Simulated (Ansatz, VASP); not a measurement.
**PtSe2: VASP beside Ansatz**

Contents of POSCAR:

```
PtSe2
1.0
    3.8777963836      0.0000000000      0.0000000000
   -1.9388981918      3.3582701789      0.0000000000
    0.0000000000      0.0000000000      5.4882428391
Pt Se
1 2
Direct
    0.0000000000      0.0000000000      0.0000000000
    0.3333333333      0.6666666667      0.2247691967
    0.6666666667      0.3333333333      0.7752308033
```

INCAR.step1

```
SYSTEM = PtSe2
PREC = Accurate ; ENCUT = 520
ISMEAR = -1 ; SIGMA = 0.02
LREAL = .False. ; LASPH = .True.
NELM = 100 ; NBANDS = 18
GGA = PE ; ALGO = Normal
EDIFF = 1E-4 ; LWAVE = .True.
LCHARG = .False.
```

Contents of INCAR.step2:

```
SYSTEM = PtSe2
PREC = Accurate ; ENCUT = 520
EDIFF = 1E-6 ; ISMEAR = -1
SIGMA = 0.02 ; LREAL = .False.
LASPH = .True. ; NELM = 100
ALGO = Normal ; ISIF = 2
LWAVE = .False. ; LCHARG = .False.
METAGGA = R2SCAN ; LMIXTAU = .True.
NBANDS = 18 ; ISTART = 1
```

The input KPOINTS:

```
Automatic mesh
0
Gamma
  12 12 6
  0 0 0
```

Input for Ansatz:

```yaml
crystal:
  lattice:
    - [3.8777963836, 0.0, 0.0]
    - [-1.9388981918, 3.3582701789, 0.0]
    - [0.0, 0.0, 5.4882428391]
  atoms:
    - { symbol: Pt, position: [0.0, 0.0, 0.0] }
    - { symbol: Se, position: [0.3333333333, 0.6666666667, 0.2247691967] }
    - { symbol: Se, position: [0.6666666667, 0.3333333333, 0.7752308033] }
kpoints:
  mp_grid: { grid: [12, 12, 6] }
  band_path:
    path:
      - [0.0, 0.0, 0.0]
      - [0.5, 0.0, 0.0]
      - [0.3333333333, 0.3333333333, 0.0]
      - [0.0, 0.0, 0.5]
      - [0.5, 0.0, 0.5]
      - [0.3333333333, 0.3333333333, 0.5]
      - [0.0, 0.25, 0.3333333333]
      - [-0.106771, 0.002604, 0.03125]
      - [0.0, 0.28125, 0.286458]
    npoints: 1
hamiltonian:
  xc: r2scan
scf:
  occupations: { method: fermi_dirac, width: 0.02 }
  n_extra_bands: 4
output:
  forces: true
  stress: true
  eigenvalues: true
  write_density: true
  write_potential: true
  elf: true
  volumetric_format: npy
```

Change from the starting cell: hydrostatic strain +4.0%.

Alike in both runs: task single point; functional r2SCAN; k mesh 12 × 12 × 6; occupations fermi-dirac, width 0.02 eV; no spin polarisation.

|  | VASP | Ansatz |
| --- | --- | --- |
| version | VASP 6.6.1 | Ansatz 0.2.0 |
| potentials or method | VASP PAW PBE potentials, release 64 (Pt, Se) | plane waves, PAW |
| plane-wave cutoff (eV) | 520 | 500 |
| valence electrons in the cell | 22 | 50 |

|  | VASP | Ansatz | Ansatz less VASP |
| --- | --- | --- | --- |
| pressure (GPa) | -4.9 | -4.9 | -0.02 |
| traceless stress, the component that is largest in VASP (GPa) | 4.26 | 4.29 | +0.026 |
| rms of the force components (eV/Å) | 0.009 | 0.011 | +0.0021 |

VASP's potentials were made for PBE, not for r2SCAN. Atom by atom the forces differ by 0.002 eV/Å (rms over components). VASP's potentials hold 22 valence electrons a cell and Ansatz's 50, so a difference there can come from the potentials and not from the codes.

Neither program's run includes spin-orbit coupling.
